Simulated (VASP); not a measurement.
A run of VASP 6.6.1:

Contents of INCAR:

```
PREC = Accurate
ENCUT = 520
EDIFF = 1E-6
ISMEAR = 0
SIGMA = 0.1
LREAL = F
LASPH = T
NELM = 150
ALGO = Normal
ISIF = 2
LWAVE = F
LCHARG = T
ISPIN = 2
MAGMOM = 0 3 0 0 0 0 0 0 0 0
LORBIT = 11
LMAXMIX = 4
GGA = PE
LELF = T
LVHAR = T
NBANDS = 44
```

The input KPOINTS:

```
Automatic mesh
0
Gamma
  4 4 4
```

POSCAR

```
ZnCoC4N4
1.0
    5.8826218900      0.0000000000      0.0000000000
    0.0000000000      5.8826218900      0.0000000000
    0.0000000000      0.0000000000      5.8826218900
Zn Co C N
1 1 4 4
Direct
    0.0000000000      0.0000000000      0.0000000000
    0.5000000000      0.5000000000      0.5000000000
    0.1881440800      0.1881440800      0.1881440800
    0.1881440800      0.8118559200      0.8118559200
    0.8118559200      0.1881440800      0.8118559200
    0.8118559200      0.8118559200      0.1881440800
    0.3029738000      0.3029738000      0.3029738000
    0.3029738000      0.6970262000      0.6970262000
    0.6970262000      0.3029738000      0.6970262000
    0.6970262000      0.6970262000      0.3029738000
```

Potentials or basis: VASP PAW PBE potentials, release 64 (Zn, Co, C, N).

The run is started by

```sh
$ cat potpaw_PBE.64/Zn/POTCAR potpaw_PBE.64/Co/POTCAR potpaw_PBE.64/C/POTCAR potpaw_PBE.64/N/POTCAR > POTCAR
$ mpirun -np 1 vasp_std > vasp.out
```

Hardware: 1 thread of Intel(R) Xeon(R) Platinum 8259CL CPU @ 2.50GHz (Skylake/Cascade Lake), with other jobs on the host.

Task: Estimate the wall time of this run.

Result: Run time: 4.8 min on 1 thread of Intel(R) Xeon(R) Platinum 8259CL CPU @ 2.50GHz (Skylake/Cascade Lake), with other jobs on the host, peak memory 0.48 GiB. Counts: scf iterations 19, k points 10.
